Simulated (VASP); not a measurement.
Here is a VASP 6.6.1 calculation.

File INCAR:

```
SYSTEM = Al
  PREC = Accurate
  ENCUT = 600
  EDIFF = 1E-7
  ISMEAR = 0
  SIGMA = 0.1
  LREAL = .False.
  LASPH = .True.
  NELM = 100
  ALGO = Normal
  ISIF = 3
  LWAVE = .False.
  LCHARG = .False.
  GGA = PE
  IBRION = 2
  NSW = 90
  EDIFFG = -0.04
```

The input KPOINTS:

```
Automatic mesh
0
Gamma
  3 3 4
  0 0 0
```

The input POSCAR:

```
Al
1.0
    6.6731696200      0.0000000000      0.0000000000
   -3.3365848100      5.7791344100      0.0000000000
    0.0000000000      0.0000000000      6.0447657900
Al
12
Direct
    0.3667297700      0.2968874200      0.6494079900
    0.7031125800      0.0698423500      0.3160746600
    0.9301576500      0.6332702300      0.9827413300
    0.6332702300      0.7031125800      0.1494079900
    0.2968874200      0.9301576500      0.8160746600
    0.0698423500      0.3667297700      0.4827413300
    0.0698423500      0.7031125800      0.3505920100
    0.2968874200      0.3667297700      0.0172586700
    0.6332702300      0.9301576500      0.6839253400
    0.9301576500      0.2968874200      0.8505920100
    0.7031125800      0.6332702300      0.5172586700
    0.3667297700      0.0698423500      0.1839253400
```

Potentials or basis: VASP PAW PBE potentials, release 64 (Al).

The run is started by

```sh
$ cat potpaw_PBE.64/Al/POTCAR > POTCAR
$ mpirun -np 1 vasp_std > vasp.out
```

Task: Estimate the band gap on the k mesh.

Result: Zero (band 18 reaches 5.13 eV, above the bottom of band 19 at 4.07 eV).

Task: Predict the space group after relaxing (to 0.05 Å).

Result: P6_522 (No. 179).

Task: Predict the relaxed volume.

Result: 22.57 Å³/atom.

Forces in eV/Å, atoms in the order of the input:
```
Al  -0.023  0.004 -0.006
Al   0.008 -0.022 -0.006
Al   0.015  0.018 -0.006
Al   0.023 -0.004 -0.006
Al  -0.008  0.022 -0.006
Al  -0.015 -0.018 -0.006
Al  -0.023 -0.004  0.006
Al   0.015 -0.018  0.006
Al   0.008  0.022  0.006
Al   0.023  0.004  0.006
Al  -0.015  0.018  0.006
Al  -0.008 -0.022  0.006
```

Caveat: the k points lie up to 0.32 Å⁻¹ apart in the final cell; the volume moved by over 15 % at a fixed basis, so the end points are rough.
